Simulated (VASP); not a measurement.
# Ga2O3 (P1) in VASP: single point with PBE

Aim: the single point of Ga2O3 with PBE.

All numbers are computed with VASP 6.6.1; they aren't measurements. Logs are shortened: lines on timing, memory, paths and dates and some standing lists are left out, and cuts for length are marked.

### 1 The cell of the first run

The typed cell holds 10 atoms: a = 5.399 Å, b = 5.399 Å, c = 5.399 Å, α = 55.86°, β = 55.86°, γ = 55.86°.

### 2 Single point, PBE (all Ga atoms moved +0.150 Å, as atom 1 along Cartesian [1 1 1])

The input, INCAR:

```
  PREC = Accurate
  ENCUT = 520
  EDIFF = 1E-6
  ISMEAR = 0
  SIGMA = 0.05
  LREAL = F
  LASPH = T
  NELM = 100
  ALGO = Normal
  ISIF = 2
  LWAVE = F
  LCHARG = F
  GGA = PE
  NBANDS = 55
```

The input, KPOINTS:

```
regular mesh
0
Gamma
  6 6 6
```

The input, POSCAR:

```
Ga2O3
1.0
    2.5287245564      1.4599598033      4.5410352127
   -2.5287245564      1.4599598033      4.5410352127
    0.0000000000     -2.9199196066      4.5410352127
Ga O
4 6
Direct
    0.3892359536      0.3549884353      0.3424529736
    0.1774984458      0.1432509275      0.1307154658
    0.6774984458      0.6432509275      0.6307154658
    0.8892359536      0.8549884353      0.8424529736
    0.5531733332      0.9468266668      0.2500000000
    0.2500000000      0.5531733332      0.9468266668
    0.9468266668      0.2500000000      0.5531733332
    0.4468266668      0.0531733332      0.7500000000
    0.7500000000      0.4468266668      0.0531733332
    0.0531733332      0.7500000000      0.4468266668
```

Potentials or basis: VASP PAW PBE potentials, release 64 (Ga_d, O).

Started as:

```bash
$ cat potpaw_PBE.64/Ga_d/POTCAR potpaw_PBE.64/O/POTCAR > POTCAR
$ mpirun -np 1 vasp_std > vasp.out
```

OUTCAR:

```text
PREC = Accurate
   ENCUT = 520
   EDIFF = 1E-6
   ISMEAR = 0
   LREAL = F
   LASPH = T
   NELM = 100
   ISIF = 2
   GGA = PE

 ion  position               nearest neighbor table
   1  0.389  0.355  0.342-   9 1.81   8 1.94  10 2.00   5 2.11   6 2.15   7 2.25   2 2.88
   2  0.177  0.143  0.131-   8 1.88   5 1.98   6 2.03  10 2.03   9 2.06   7 2.14   1 2.88
   3  0.677  0.643  0.631-   7 1.91  10 1.96   5 1.97   9 2.07   6 2.09   8 2.11   4 2.88
   4  0.889  0.855  0.842-   6 1.85   7 1.88   5 2.03  10 2.08   9 2.19   8 2.23   3 2.88
   5  0.553  0.947  0.250-   3 1.97   2 1.98   4 2.03   1 2.11
   6  0.250  0.553  0.947-   4 1.85   2 2.03   3 2.09   1 2.15
   7  0.947  0.250  0.553-   4 1.88   3 1.91   2 2.14   1 2.25
   8  0.447  0.053  0.750-   2 1.88   1 1.94   3 2.11   4 2.23
   9  0.750  0.447  0.053-   1 1.81   2 2.06   3 2.07   4 2.19
  10  0.053  0.750  0.447-   3 1.96   1 2.00   2 2.03   4 2.08

  LATTYP: Found a trigonal (rhomboedric) cell.
 ALAT       =     5.3987898007
 COS(alpha) =     0.5612266819

  Lattice vectors:

 A1 = (   2.5287245564,   1.4599598033,   4.5410352127)
 A2 = (  -2.5287245564,   1.4599598033,   4.5410352127)
 A3 = (   0.0000000000,  -2.9199196066,   4.5410352127)

Analysis of symmetry for initial positions (statically):
=====================================================================
 Subroutine PRICEL returns:
 Original cell was already a primitive cell.

 Routine SETGRP: Setting up the symmetry group for a
 trigonal (rhombohedral) supercell.

 Subroutine GETGRP returns: Found  1 space group operations
 (whereof  1 operations were pure point group operations)
 out of a pool of 12 trial point group operations.

The static configuration has the point symmetry C_1 .

Analysis of symmetry for dynamics (positions and initial velocities):
=====================================================================
 Subroutine PRICEL returns:
 Original cell was already a primitive cell.

 Routine SETGRP: Setting up the symmetry group for a
 trigonal (rhombohedral) supercell.

 Subroutine GETGRP returns: Found  1 space group operations
 (whereof  1 operations were pure point group operations)
 out of a pool of 12 trial point group operations.

The dynamic configuration has the point symmetry C_1 .

 Subroutine INISYM returns: Found  1 space group operations
 (whereof  1 operations are pure point group operations),
 and found     1 'primitive' translations

----------------------------------------------------------------------------------------

                                     Primitive cell

  volume of cell :     100.5885

  direct lattice vectors                    reciprocal lattice vectors
     2.528724556  1.459959803  4.541035213     0.197728139  0.114158394  0.073404701
    -2.528724556  1.459959803  4.541035213    -0.197728139  0.114158394  0.073404701
     0.000000000 -2.919919607  4.541035213     0.000000000 -0.228316788  0.073404701

  length of vectors
     5.398789801  5.398789801  5.398789801     0.239826617  0.239826617  0.239826617

  position of ions in fractional coordinates (direct lattice)
     0.389235954  0.354988435  0.342452974
     0.177498446  0.143250927  0.130715466
     0.677498446  0.643250927  0.630715466
     0.889235954  0.854988435  0.842452974
     0.553173333  0.946826667  0.250000000
     0.250000000  0.553173333  0.946826667
     0.946826667  0.250000000  0.553173333
     0.446826667  0.053173333  0.750000000
     0.750000000  0.446826667  0.053173333
     0.053173333  0.750000000  0.446826667

  ion indices of the primitive-cell ions
   primitive index   ion index
                 1           1
                 2           2
                 3           3
                 4           4
                 5           5
                 6           6
                 7           7
                 8           8
                 9           9
                10          10

----------------------------------------------------------------------------------------

 KPOINTS: regular mesh

Automatic generation of k-mesh.
 Grid dimensions read from file:
 generate k-points for:    6    6    6

 Generating k-lattice:

  Cartesian coordinates                     Fractional coordinates (reciprocal lattice)
     0.032954690  0.019026399  0.012234117     0.166666667  0.000000000  0.000000000
    -0.032954690  0.019026399  0.012234117     0.000000000  0.166666667  0.000000000
     0.000000000 -0.038052798  0.012234117     0.000000000  0.000000000  0.166666667

  Length of vectors
     0.039971103  0.039971103  0.039971103

  Shift w.r.t. Gamma in fractional coordinates (k-lattice)
     0.000000000  0.000000000  0.000000000

 Subroutine IBZKPT returns following result:
 ===========================================

 Found    112 irreducible k-points:

 Following reciprocal coordinates:
            Coordinates               Weight
  0.000000  0.000000  0.000000      1.000000
  0.166667  0.000000 -0.000000      2.000000
  0.000000  0.166667 -0.000000      2.000000
 -0.000000 -0.000000  0.166667      2.000000
  0.333333  0.000000 -0.000000      2.000000
  0.000000  0.333333 -0.000000      2.000000
[... 16 lines left out ...]
 -0.166667  0.500000  0.000000      2.000000
  0.166667  0.000000  0.500000      2.000000
 [... further k-points ...]
   k-points           NKPTS =    112   k-points in BZ     NKDIM =    112   number of bands    NBANDS=     55
   number of dos      NEDOS =    301   number of ions     NIONS =     10
   total plane-waves  NPLWV =  64000
   dimension x,y,z NGX =    40 NGY =   40 NGZ =   40
   dimension x,y,z NGXF=    80 NGYF=   80 NGZF=   80
   ions per type =               4   6
   NGX,Y,Z   is equivalent  to a cutoff of  12.32, 12.32, 12.32 a.u.
   NGXF,Y,Z  is equivalent  to a cutoff of  24.63, 24.63, 24.63 a.u.
 SYSTEM =  unknown system
   PREC   = accura    normal or accurate (medium, high low for compatibility)
   ISTART =      0    job   : 0-new  1-cont  2-samecut
   ICHARG =      2    charge: 1-file 2-atom 10-const
   ISPIN  =      1    spin polarized calculation?
   LNONCOLLINEAR =      F non collinear calculations
   LSORBIT =      F    spin-orbit coupling
   LASPH  =      T    aspherical Exc in radial PAW
   ENCUT  =  520.0 eV  38.22 Ry    6.18 a.u.  10.04 10.04 10.04*2*pi/ulx,y,z
   NELM   =    100;   NELMIN=  2; NELMDL= -5     # of ELM steps
   EDIFF  = 0.1E-05   stopping-criterion for ELM
   LREAL  =      F    real-space projection
   EDIFFG = 0.1E-04   stopping-criterion for IOM
   NSW    =      0    number of steps for IOM
   IBRION =     -1    ionic relax: 0-MD 1-quasi-New 2-CG
   NFREE  =      0    steps in history (QN), initial steepest desc. (CG)
   ISIF   =      2    stress and relaxation
   ISYM   =      2    0-nonsym 1-usesym 2-fastsym
   POTIM  = 0.5000    time-step for ionic-motion
   TEBEG  =    0.0;   TEEND  =   0.0 temperature during run
   PSTRESS=    0.0 pullay stress
   NELECT =      88.0000    total number of electrons
   NUPDOWN=      -1.0000    fix difference up-down
   EMIN   =  10.00;   EMAX   =-10.00  energy-range for DOS
   EFERMI =   0.00;   METHOD = LEGACY
   ISMEAR =     0;   SIGMA  =   0.05  broadening in eV -4-tet -1-fermi 0-gaus
   EFERMI_NEDOS =   21; number of points for ismear=-14 and -15
   IALGO  =     38    algorithm
   IMIX   =      4    mixing-type and parameters
     AMIX     =   0.40;   BMIX     =  1.00
     AMIX_MAG =   1.60;   BMIX_MAG =  1.00
  volume/ion in A,a.u.               =      10.06        67.88
  Fermi-wavevector in a.u.,A,eV,Ry     =   1.565740  2.958819 33.355234  2.451541
  Thomas-Fermi vector in A             =   2.668171
   LORBIT       =      0    0 simple, 1 ext, 2 COOP (PROOUT), +10 PAW based schemes
   GGA     = PE    functional components
   LHFCALC =     F    Hartree Fock is set to
   AEXX    =    0.0000 exact exchange contribution
   IVDW    =     0    specifies the selected vdW correction
   LEPSILON=     F    determine dielectric tensor
   LRPA    =     F    only Hartree local field effects (RPA)
 non-spin polarized calculation
 Gauss-broadening in eV      SIGMA  =   0.05
  energy-cutoff  :      520.00
  volume of cell :      100.59
 maximum number of plane-waves:      2730
   NGX = 21   NGY = 21   NGZ = 21

 number of electron      88.0000006 magnetization

 Free energy of the ion-electron system (eV)
  ---------------------------------------------------
  ext. energy  EPLUGINS =         0.00000000
  ---------------------------------------------------
  free energy    TOTEN  =       -59.02383083 eV

  energy without entropy =      -59.02383083  energy(sigma->0) =      -59.02383083

 E-fermi :   4.3952     XC(G=0): -11.9570

 val. band max:        4.1478308772   @ k =   0.0000  -0.1667   0.1667
 cond. band min:       6.5004314399   @ k =   0.0000   0.0000   0.0000
 fundamental gap:      2.3526005626
 Fermi energy:         4.3951504603

 k-point     1 :       0.0000    0.0000    0.0000
  band No.  band energies     occupation
      1     -14.6174      2.00000
      2     -12.8367      2.00000
      3     -12.8299      2.00000
      4     -12.7687      2.00000
      5     -12.7430      2.00000
      6     -12.6368      2.00000
[... 47 lines left out ...]
     54      15.1549      0.00000
     55      16.0833      0.00000

 k-point     2 :       0.1667    0.0000   -0.0000
  band No.  band energies     occupation
      1     -14.5006      2.00000
      2     -12.9381      2.00000
      3     -12.8352      2.00000
      4     -12.7934      2.00000
      5     -12.7394      2.00000
      6     -12.6696      2.00000
[... 47 lines left out ...]
     54      15.6461      0.00000
     55      15.9023      0.00000
[... 1216 lines left out ...]
     54      15.8244      0.00000
     55      16.0865      0.00000

 k-point    24 :       0.1667    0.0000    0.5000
  band No.  band energies     occupation
      1     -13.8289      2.00000
      2     -13.4997      2.00000
      3     -12.9245      2.00000
      4     -12.8654      2.00000
      5     -12.7996      2.00000
      6     -12.6996      2.00000
[... 47 lines left out ...]
     54      15.8363      0.00000
     55      16.0589      0.00000

 [... further k-points ...]

------------------------ aborting loop because EDIFF is reached ----------------------------------------

  FORCE on cell =-STRESS in cart. coord.  units (eV):
  Direction    XX          YY          ZZ          XY          YZ          ZX
  --------------------------------------------------------------------------------------
  -------------------------------------------------------------------------------------
  Total        2.0233709      2.4432744      1.8781307      0.3373443      0.9325811      0.7573227
  in kB       32.2283098     38.9165453     29.9149206      5.3732299     14.8541793     12.0626571
  external PRESSURE =      33.6865919 kB  Pullay stress =       0.0000000 kB

 VOLUME and BASIS-vectors are now :
 -----------------------------------------------------------------------------
  energy-cutoff  :      520.00
  volume of cell :      100.59
      direct lattice vectors                 reciprocal lattice vectors
     2.528724556  1.459959803  4.541035213     0.197728139  0.114158394  0.073404701
    -2.528724556  1.459959803  4.541035213    -0.197728139  0.114158394  0.073404701
     0.000000000 -2.919919607  4.541035213     0.000000000 -0.228316788  0.073404701

 POSITION                                       TOTAL-FORCE (eV/Angst)
 -----------------------------------------------------------------------------------
      0.08660      0.08660      4.93464        -0.817207     -1.349828     -0.572341
      0.08660      0.08660      2.05012        -0.875597     -0.735288     -0.426753
      0.08660      0.08660      8.86167        -0.684860     -0.756407     -0.487657
      0.08660      0.08660     11.74619        -1.009374     -0.612160     -0.511397
     -0.99544      1.45996      7.94681         0.542285      0.323335      0.247972
     -0.76664     -1.59206      7.94681         0.972373      0.366558      0.651831
      1.76208      0.13210      7.94681         0.180098      0.449316      0.085796
      0.99544     -1.45996      5.67629         0.351406      0.510396     -0.157062
      0.76664      1.59206      5.67629         0.905437      1.181846      0.768308
     -1.76208     -0.13210      5.67629         0.435438      0.622232      0.401303
 -----------------------------------------------------------------------------------
    total drift:                                0.000010     -0.000098      0.000684

  FREE ENERGIE OF THE ION-ELECTRON SYSTEM (eV)
  ---------------------------------------------------
  free  energy   TOTEN  =       -59.0238308250 eV

  energy  without entropy=      -59.0238308250  energy(sigma->0) =      -59.02383083
```

Wall time 21 min (1 thread of Intel Xeon 8259CL, shared host); peak memory 0.55 GiB.

What came out:

```
Free energy            : -59.0238 eV
Pressure               : 3.4 GPa
Largest force          : 1.679 eV/Å
Band gap on the k mesh : 2.35 eV (least direct gap 2.52 eV)
```

Forces on the atoms (eV/Å):
```
Ga  -0.817 -1.350 -0.572
Ga  -0.876 -0.735 -0.427
Ga  -0.685 -0.756 -0.488
Ga  -1.009 -0.612 -0.511
O    0.542  0.323  0.248
O    0.972  0.367  0.652
O    0.180  0.449  0.086
O    0.351  0.510 -0.157
O    0.905  1.182  0.768
O    0.435  0.622  0.401
```

Caveat: the cell differs from its parent crystal (all Ga atoms moved +0.150 Å, as atom 1 along Cartesian [1 1 1]); the cell stands under pressure; forces of over 1 eV/Å act on the atoms, so gaps and moduli don't describe the material at rest. A k mesh can miss the band edges.
